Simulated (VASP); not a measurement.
# SiC (P6_3mc) in VASP: a series of runs, part 2 of 2

VASP 6.6.1.

**6. Relaxation of cell and atoms, r2SCAN**

POSCAR

```
SiC
1.0
    3.0760000000      0.0000000000      0.0000000000
   -1.5380000000      2.6638941420      0.0000000000
    0.0000000000      0.0000000000      5.0480000000
Si C
2 2
Direct
    0.3333333333      0.6666666667      0.0000000000
    0.6666666667      0.3333333333      0.5000000000
    0.3333333333      0.6666666667      0.3850000000
    0.6666666667      0.3333333333      0.8850000000
```

INCAR.step1

```
SYSTEM = SiC
PREC = Accurate ; ENCUT = 600
ISMEAR = 0 ; SIGMA = 0.1
LREAL = .False. ; LASPH = .True.
NELM = 80 ; GGA = PE
ALGO = Normal ; EDIFF = 1E-4
LWAVE = .True. ; LCHARG = .False.
```

INCAR.step2

```
SYSTEM = SiC
PREC = Accurate ; ENCUT = 600
EDIFF = 1E-6 ; ISMEAR = 0
SIGMA = 0.1 ; LREAL = .False.
LASPH = .True. ; NELM = 80
ALGO = Normal ; ISIF = 3
LWAVE = .False. ; LCHARG = .False.
METAGGA = R2SCAN ; LMIXTAU = .True.
IBRION = 2 ; NSW = 100
EDIFFG = -0.05 ; ISTART = 1
```

KPOINTS

```
Automatic mesh
0
Gamma
  6 6 4
  0 0 0
```

Potentials or basis: VASP PAW PBE potentials, release 64 (Si, C).

Run with:

```console
$ cat potpaw_PBE.64/Si/POTCAR potpaw_PBE.64/C/POTCAR > POTCAR
$ cp INCAR.step1 INCAR
$ mpirun -np 1 vasp_std > vasp.out
$ cp INCAR.step2 INCAR
$ mpirun -np 1 vasp_std > vasp.out
```

OUTCAR:

```text
SYSTEM = SiC
   PREC = Accurate
   ENCUT = 600
   EDIFF = 1E-6
   ISMEAR = 0
   LREAL = .False.
   LASPH = .True.
   NELM = 80
   ISIF = 3
   METAGGA = R2SCAN
   IBRION = 2
   NSW = 100
   EDIFFG = -0.05
   ISTART = 1

 ion  position               nearest neighbor table
   1  0.333  0.667  0.000-   4 1.87   4 1.87   4 1.87   3 1.94   2 3.09   2 3.09   2 3.09   2 3.09
                             2 3.09   2 3.09
   2  0.667  0.333  0.500-   3 1.87   3 1.87   3 1.87   4 1.94   1 3.09   1 3.09   1 3.09   1 3.09
                             1 3.09   1 3.09
   3  0.333  0.667  0.385-   2 1.87   2 1.87   2 1.87   1 1.94
   4  0.667  0.333  0.885-   1 1.87   1 1.87   1 1.87   2 1.94

  LATTYP: Found a hexagonal cell.
 ALAT       =     3.0760000000
 C/A-ratio  =     1.6410923277

  Lattice vectors:

 A1 = (   3.0760000000,   0.0000000000,   0.0000000000)
 A2 = (  -1.5380000000,   2.6638941420,   0.0000000000)
 A3 = (   0.0000000000,   0.0000000000,   5.0480000000)

Analysis of symmetry for initial positions (statically):
=====================================================================
 Subroutine PRICEL returns:
 Original cell was already a primitive cell.

 Routine SETGRP: Setting up the symmetry group for a
 hexagonal supercell.

 Subroutine GETGRP returns: Found 12 space group operations
 (whereof  6 operations were pure point group operations)
 out of a pool of 24 trial point group operations.

The static configuration has the point symmetry C_3v.
 The point group associated with its full space group is C_6v.

Analysis of symmetry for dynamics (positions and initial velocities):
=====================================================================
 Subroutine PRICEL returns:
 Original cell was already a primitive cell.

 Routine SETGRP: Setting up the symmetry group for a
 hexagonal supercell.

 Subroutine GETGRP returns: Found 12 space group operations
 (whereof  6 operations were pure point group operations)
 out of a pool of 24 trial point group operations.

[... 114 lines left out ...]
   EMIN   =  10.00;   EMAX   =-10.00  energy-range for DOS
   EFERMI =   0.00;   METHOD = LEGACY
   ISMEAR =     0;   SIGMA  =   0.10  broadening in eV -4-tet -1-fermi 0-gaus
   EFERMI_NEDOS =   21; number of points for ismear=-14 and -15
   IALGO  =     38    algorithm
   IMIX   =      4    mixing-type and parameters
     AMIX     =   0.40;   BMIX     =  1.00
     AMIX_MAG =   1.60;   BMIX_MAG =  1.00
  volume/ion in A,a.u.               =      10.34        69.78
  Fermi-wavevector in a.u.,A,eV,Ry     =   1.192817  2.254098 19.358549  1.422813
  Thomas-Fermi vector in A             =   2.328847
   LORBIT       =      0    0 simple, 1 ext, 2 COOP (PROOUT), +10 PAW based schemes
   METAGGA = R2SCAN    functional components
   LHFCALC =     F    Hartree Fock is set to
   AEXX    =    0.0000 exact exchange contribution
   IVDW    =     0    specifies the selected vdW correction
   LEPSILON=     F    determine dielectric tensor
   LRPA    =     F    only Hartree local field effects (RPA)
 conjugate gradient relaxation of ions
 non-spin polarized calculation
 Gauss-broadening in eV      SIGMA  =   0.10
  energy-cutoff  :      600.00
  volume of cell :       41.36
 maximum number of plane-waves:      1404
 NGX is ok and might be reduce to    28
   NGX = 13   NGY = 13   NGZ = 21

--------------------------------------- Ionic step        1  -------------------------------------------

 number of electron      16.0000001 magnetization

 Free energy of the ion-electron system (eV)
  ---------------------------------------------------
  ext. energy  EPLUGINS =         0.00000000
  ---------------------------------------------------
  free energy    TOTEN  =       -38.59614251 eV

  energy without entropy =      -38.59614251  energy(sigma->0) =      -38.59614251

------------------------ aborting loop because EDIFF is reached ----------------------------------------

  FORCE on cell =-STRESS in cart. coord.  units (eV):
  Direction    XX          YY          ZZ          XY          YZ          ZX
  --------------------------------------------------------------------------------------
  -------------------------------------------------------------------------------------
  Total        0.3145222      0.3145222     -0.7721036      0.0000000      0.0000000      0.0000000
  in kB       12.1825790     12.1825790    -29.9063568      0.0000000      0.0000000      0.0000000
  external PRESSURE =      -1.8470662 kB  Pullay stress =       0.0000000 kB
[... 101 lines left out ...]
--------------------------------------- Ionic step        4  -------------------------------------------

 number of electron      16.0000000 magnetization

 Free energy of the ion-electron system (eV)
  ---------------------------------------------------
  ext. energy  EPLUGINS =         0.00000000
  ---------------------------------------------------
  free energy    TOTEN  =       -38.63230575 eV

  energy without entropy =      -38.63230575  energy(sigma->0) =      -38.63230575

 E-fermi :   8.6804     XC(G=0): -11.9405

 val. band max:        8.1848761181   @ k =   0.0000   0.0000   0.0000
 cond. band min:      10.8214944893   @ k =   0.3333   0.3333   0.0000
 fundamental gap:      2.6366183712
 Fermi energy:         8.6804482956

 k-point     1 :       0.0000    0.0000    0.0000
  band No.  band energies     occupation
      1      -8.1985      2.00000
      2      -4.5725      2.00000
      3      -0.8373      2.00000
      4       6.8056      2.00000
      5       6.8056      2.00000
      6       8.0518      2.00000
      7       8.1849      2.00000
      8       8.1849      2.00000
      9      13.6126      0.00000
     10      14.9566      0.00000
     11      15.4014      0.00000
     12      15.4014      0.00000
[... 329 lines left out ...]
  FREE ENERGIE OF THE ION-ELECTRON SYSTEM (eV)
  ---------------------------------------------------
  free  energy   TOTEN  =       -38.6323057498 eV

  energy  without entropy=      -38.6323057498  energy(sigma->0) =      -38.63230575

 reached required accuracy - stopping structural energy minimisation
```

OUTCAR.step1:

```text
SYSTEM = SiC
   PREC = Accurate
   ENCUT = 600
   ISMEAR = 0
   LREAL = .False.
   LASPH = .True.
   NELM = 80
[... 542 lines left out ...]
      1.53800      0.88796      2.52400         0.000000      0.000000      0.744832
     -0.00000      1.77593      1.94348         0.000000      0.000000     -0.744832
      1.53800      0.88796      4.46748        -0.000000      0.000000     -0.744832
 -----------------------------------------------------------------------------------
    total drift:                               -0.000000      0.000000      0.001127

  FREE ENERGIE OF THE ION-ELECTRON SYSTEM (eV)
  ---------------------------------------------------
  free  energy   TOTEN  =       -30.0604040254 eV

  energy  without entropy=      -30.0604040254  energy(sigma->0) =      -30.06040403
```

It took 4.8 min on 1 thread of Intel Xeon 6975P-C, shared host; peak memory 0.18 GiB.

Results:

```
Free energy                            : -38.6323 eV
Relaxed volume                         : 10.31 Å³/atom
Relaxed cell                           : a = 3.071 Å, b = 3.071 Å, c = 5.049 Å, α = 90.00°, β = 90.00°, γ = 120.00°
Space group after relaxing (to 0.05 Å) : P6_3mc (No. 186)
Energy gained by relaxing              : 9.0 meV/atom
Ionic steps                            : 4
Pressure after relaxing                : 0.3 GPa
Largest force after relaxing           : 0.015 eV/Å
Band gap on the k mesh                 : 2.64 eV, indirect (least direct gap 4.50 eV)
```

Forces in eV/Å, atoms in the order of the input:
```
Si   0.000  0.000 -0.015
Si   0.000  0.000 -0.015
C    0.000  0.000  0.015
C    0.000  0.000  0.015
```

Step by step:
```tsv
step	energy change (eV)	largest force (eV/Å)	pressure (GPa)	volume (Å³)
1	0.0000	0.7641	-0.18	41.36
2	-0.0055	0.6924	0.19	41.29
3	-0.0339	0.0565	-0.25	41.32
4	-0.0362	0.0153	0.29	41.23
```

Final structure:
```
Si C
1.0
     3.07074    0.00000    0.00000
    -1.53537    2.65934    0.00000
     0.00000    0.00000    5.04915
Si C
2 2
Direct
  0.33333 0.66667 0.00473
  0.66667 0.33333 0.50473
  0.33333 0.66667 0.38027
  0.66667 0.33333 0.88027
```

Levels at points of the mesh, in eV from the valence-band top:
```csv
k point,band 6,band 7,band 8,band 9,band 10,band 11
"(0.00, 0.00, 0.00)",-0.13,0.00,0.00,5.43,6.77,7.22
"(0.50, 0.00, 0.00)",-3.48,-3.38,-1.26,3.24,4.65,7.49
"(0.00, 0.00, 0.50)",-0.75,-0.75,-0.75,6.54,6.54,7.92
"(0.50, 0.00, 0.50)",-2.56,-2.46,-2.46,3.72,3.72,5.80
```

Caveat: the PAW data sets were made with another functional, which shifts forces and pressure a little; the relaxation stopped at a loose force limit of 0.05 eV/Å, so its end isn't a converged minimum. A k mesh can miss the band edges.

**7. Overview**

```csv
task,cell,k mesh,cutoff (eV),smearing,gap on the mesh (eV),pressure (GPa),relaxed volume (Å³/atom),largest force (eV/Å)
single point,"a = 3.075, b = 3.075, c = 5.048 Å, angles 90.0, 90.0, 120.0°, 4 atoms",12 × 12 × 6,520,gaussian 0.05 eV,2.66,-0.2,-,-
relaxation of cell and atoms,"relaxed from a = 3.076, b = 3.076, c = 5.048 Å, angles 90.0, 90.0, 120.0°, 4 atoms",6 × 6 × 4,600,gaussian 0.1 eV,2.64,0.3,10.31,0.02
relaxation of cell and atoms,"relaxed from a = 3.075, b = 3.075, c = 5.046 Å, angles 90.0, 90.0, 120.0°, 4 atoms",12 × 12 × 6,600,gaussian 0.02 eV,2.66,0.0,10.32,-
relaxation of shape and atoms at fixed volume,"relaxed from a = 3.135, b = 3.135, c = 5.148 Å, angles 90.0, 90.0, 120.0°, 4 atoms",12 × 12 × 6,600,gaussian 0.02 eV,2.74,-12.1,-,0.01
```

Alike in all rows: level r2SCAN; potentials or basis VASP PAW PBE potentials, release 64 (Si, C); no spin polarisation.

Caveats: the PAW data sets were made with another functional, which shifts forces and pressure a little; the relaxation stopped at a loose force limit of 0.05 eV/Å, so its end isn't a converged minimum (some runs).

Total energies depend on the potentials used, so only differences within one code and one set of settings carry meaning.
